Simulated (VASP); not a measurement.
Input of a VASP 6.6.1 run:

Contents of INCAR:

```
ALGO = Normal
EDIFF = 1E-7
ENCUT = 520
GGA = PS
ISIF = 2
ISMEAR = 0
LASPH = T
LCHARG = F
LREAL = F
LWAVE = F
NBANDS = 20
NELM = 60
PREC = Accurate
SIGMA = 0.02
```

The input KPOINTS:

```
k-points
0
Gamma
  9 9 6
```

POSCAR

```
SnSe2
1.0
    3.8976608939      0.0000000000      0.0000000000
   -1.9488304469      3.3754733494      0.0000000000
    0.0000000000      0.0000000000      6.1845003800
Sn Se
1 2
Direct
    0.0000000000      0.0000000000      0.0000000000
    0.3333333333      0.6666666667      0.2699567357
    0.6666666667      0.3333333333      0.7300432643
```

Potentials or basis: VASP PAW PBE potentials, release 64 (Sn_d, Se).

The run is started by

```bash
$ cat potpaw_PBE.64/Sn_d/POTCAR potpaw_PBE.64/Se/POTCAR > POTCAR
$ mpirun -np 1 vasp_std > vasp.out
```

(1) What does it give for the band gap on the k mesh?

(2) Predict the pressure.

## Answers

(1) 0.18 eV (least direct gap 0.66 eV).

(2) -4.7 GPa.

Caveat: the cell differs from its parent crystal (strained); the cell stands under tension; the PAW data sets were made with another functional, which shifts forces and pressure a little; spin-orbit coupling is left out, which moves the levels of the heavy elements; an odd mesh through Γ misses points on the zone boundary, where band edges can lie.
